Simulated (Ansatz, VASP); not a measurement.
# One calculation of TiAl, two programs

```
Ti Al
1.0
     3.43339    0.00000    0.00000
     0.00000    3.43339    0.00000
     0.00000    0.00000    3.30623
Ti Al
1 1
Direct
  0.00000 0.00000 0.00000
  0.50000 0.50000 0.50000
```

Change from the starting cell: strain +0.080 along x and y, +0.040 along z, atoms carried along.

Alike in both runs: task single point; functional LDA; k mesh 16 × 16 × 16; occupations gaussian, width 0.15 eV; no spin polarisation.

```csv
,VASP,Ansatz
version,VASP 6.6.1,Ansatz 0.2.0
potentials or method,"VASP PAW LDA potentials, release 64 (Ti_sv, Al), cutoff 520 eV","scalar-relativistic, plane waves, PAW"
valence electrons in the cell,15,15
```

Ansatz gave:

```
gap on the k mesh at the Fermi level (eV)                     : none
pressure (GPa)                                                : -18.5
traceless stress, the component that is largest in VASP (GPa) : -1.15
```

Q: Estimate VASP's values.

A: gap on the k mesh at the Fermi level (eV): none; pressure (GPa): -18.4; traceless stress, the component that is largest in VASP (GPa): -1.15.

LDA's correlation is that of Perdew and Zunger in VASP and of Perdew and Wang (1992) in Ansatz. A gap of «none» marks a metal or a gap that the smearing closes.
